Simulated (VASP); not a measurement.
# Au (I4/mmm) in VASP: further runs, part 2 of 2

VASP 6.6.1.

## Step 4: Single point, PBEsol

This run uses another cell than the first one, of the same volume but with other edges.

The input, INCAR:

```
SYSTEM = Au
PREC = Accurate ; ENCUT = 520
EDIFF = 1E-7 ; ISMEAR = 0
SIGMA = 0.15 ; LREAL = .FALSE.
LASPH = .TRUE. ; NELM = 60
ALGO = Fast ; ISIF = 2
LWAVE = .FALSE. ; LCHARG = .FALSE.
GGA = PS ; NBANDS = 12
```

The input, KPOINTS:

```
Automatic mesh
0
G
  22 22 22
  0 0 0
```

The input, POSCAR:

```
Au
1.0
    0.0000000000      1.9815357957      2.1796893753
    1.9815357957      0.0000000000      2.1796893753
    1.9815357957      1.9815357957      0.0000000000
Au
1
Direct
    0.0000000000      0.0000000000      0.0000000000
```

Potentials or basis: VASP PAW PBE potentials, release 64 (Au).

Run with:

```sh
$ cat potpaw_PBE.64/Au/POTCAR > POTCAR
$ mpirun -np 1 vasp_std > vasp.out
```

OUTCAR:

```text
SYSTEM = Au
   PREC = Accurate
   ENCUT = 520
   EDIFF = 1E-7
   ISMEAR = 0
   LREAL = .FALSE.
   LASPH = .TRUE.
   NELM = 60
   ISIF = 2
   GGA = PS

 ion  position               nearest neighbor table
   1  0.000  0.000  0.000-

  LATTYP: Found a body centered tetragonal cell.
 ALAT       =     2.8023147966
 C/A-ratio  =     1.5556349186

  Lattice vectors:

 A1 = (  -1.9815357957,   0.0000000000,   2.1796893753)
 A2 = (   1.9815357957,   0.0000000000,   2.1796893753)
 A3 = (   0.0000000000,   1.9815357957,  -2.1796893753)

Analysis of symmetry for initial positions (statically):
=====================================================================
 Subroutine PRICEL returns:
 Original cell was already a primitive cell.

 Routine SETGRP: Setting up the symmetry group for a
 body centered tetragonal supercell.

 Subroutine GETGRP returns: Found 16 space group operations
 (whereof 16 operations were pure point group operations)
 out of a pool of 16 trial point group operations.

The static configuration has the point symmetry D_4h.

Analysis of symmetry for dynamics (positions and initial velocities):
[... 170 lines left out ...]
      3       4.8758      2.00000
      4       4.8758      2.00000
      5       5.5347      2.00000
      6       6.5125      2.00000
      7      23.8475      0.00000
      8      26.6464      0.00000
      9      28.2078      0.00000
     10      28.2078      0.00000
     11      32.6716      0.00000
     12      35.6748      0.00000
[... 331 lines left out ...]
 k-point    24 :      -0.4545    0.0455    0.0000
  band No.  band energies     occupation
      1       1.9725      2.00000
      2       4.1037      2.00000
      3       4.9417      2.00000
      4       6.9412      2.00000
      5       7.0340      2.00000
      6       8.5738      2.00000
      7      12.5038      0.00000
      8      22.5620      0.00000
      9      25.6448      0.00000
     10      27.4698      0.00000
     11      32.6316      0.00000
     12      35.0246      0.00000

 [... further k-points ...]

------------------------ aborting loop because EDIFF is reached ----------------------------------------

  FORCE on cell =-STRESS in cart. coord.  units (eV):
  Direction    XX          YY          ZZ          XY          YZ          ZX
  --------------------------------------------------------------------------------------
  -------------------------------------------------------------------------------------
  Total        0.0569383      0.0569383     -0.3812748      0.0000000     -0.0000000     -0.0000000
  in kB        5.3295051      5.3295051    -35.6878366      0.0000000     -0.0000000     -0.0000000
  external PRESSURE =      -8.3429422 kB  Pullay stress =       0.0000000 kB

 VOLUME and BASIS-vectors are now :
 -----------------------------------------------------------------------------
  energy-cutoff  :      520.00
  volume of cell :       17.12
      direct lattice vectors                 reciprocal lattice vectors
     0.000000000  1.981535796  2.179689375    -0.252329532  0.252329532  0.229390484
     1.981535796  0.000000000  2.179689375     0.252329532 -0.252329532  0.229390484
     1.981535796  1.981535796  0.000000000     0.252329532  0.252329532 -0.229390484

 POSITION                                       TOTAL-FORCE (eV/Angst)
 -----------------------------------------------------------------------------------
      0.00000      0.00000      0.00000         0.000000     -0.000000      0.000000
 -----------------------------------------------------------------------------------
    total drift:                               -0.000000     -0.000000     -0.000000

  FREE ENERGIE OF THE ION-ELECTRON SYSTEM (eV)
  ---------------------------------------------------
  free  energy   TOTEN  =        -3.9131022695 eV

  energy  without entropy=       -3.9098732387  energy(sigma->0) =       -3.91148775
```

stdout:

```text
POSCAR found type information on POSCAR Au
 POSCAR found :  1 types and       1 ions
 scaLAPACK will be used
 -----------------------------------------------------------------------------
|                                                                             |
|                                                                             |
|     You enforced a specific xc type in the INCAR file but a different       |
|     I HOPE YOU KNOW WHAT YOU ARE DOING!                                     |
|                                                                             |
 -----------------------------------------------------------------------------

 LDA part: xc-table for (Slater+PW92), standard interpolation
 POSCAR, INCAR and KPOINTS ok, starting setup
 FFT: planning ... GRIDC
 FFT: planning ... GRID_SOFT
 FFT: planning ... GRID
 WAVECAR not read
 entering main loop
```

Run time: 95 s. Hardware: 1 thread of AMD EPYC 9R45 (Zen 5), shared host; peak memory 0.25 GiB.

Results:

| Item | Value |
| --- | --- |
| Free energy | -3.9131 eV |
| Pressure | -0.8 GPa |
| Band gap on the k mesh | zero (an odd number of electrons rules out a gap without spin polarisation) |

Stress tensor (GPa, compression positive):
```
 0.53  0.00  0.00
 0.00  0.53  0.00
 0.00  0.00 -3.57
```

Caveat: the PAW data sets were made with another functional, which shifts forces and pressure a little; spin-orbit coupling is left out, which moves the levels of the heavy elements.

## Step 5: The runs side by side

| cell | further INCAR settings | gap on the mesh (eV) | pressure (GPa) |
| --- | --- | --- | --- |
| a = 3.074, b = 3.074, c = 2.651 Å, angles 64.5, 64.5, 51.1°, 1 atom | ALGO = Fast; EDIFF = 1e-06; NBANDS = 12 | none | 5.7 |
| a = 2.858, b = 2.858, c = 2.974 Å, angles 58.6, 58.6, 62.7°, 1 atom | ALGO = Fast; EDIFF = 1e-07; NBANDS = 12 | none | -1.1 |
| a = 2.946, b = 2.946, c = 2.802 Å, angles 61.6, 61.6, 56.8°, 1 atom | ALGO = Fast; EDIFF = 1e-07; NBANDS = 12 | none | -0.8 |

Alike in all rows: task single point; level PBEsol; potentials or basis VASP PAW PBE potentials, release 64 (Au); no spin polarisation; k mesh 22 × 22 × 22; cutoff (eV) 520; smearing gaussian 0.15 eV.

Caveats: the PAW data sets were made with another functional, which shifts forces and pressure a little; spin-orbit coupling is left out, which moves the levels of the heavy elements; the stress differs along the axes, from -9 to 13 GPa (at least some runs).

Total energies depend on the potentials used, so only differences within one code and one set of settings carry meaning.
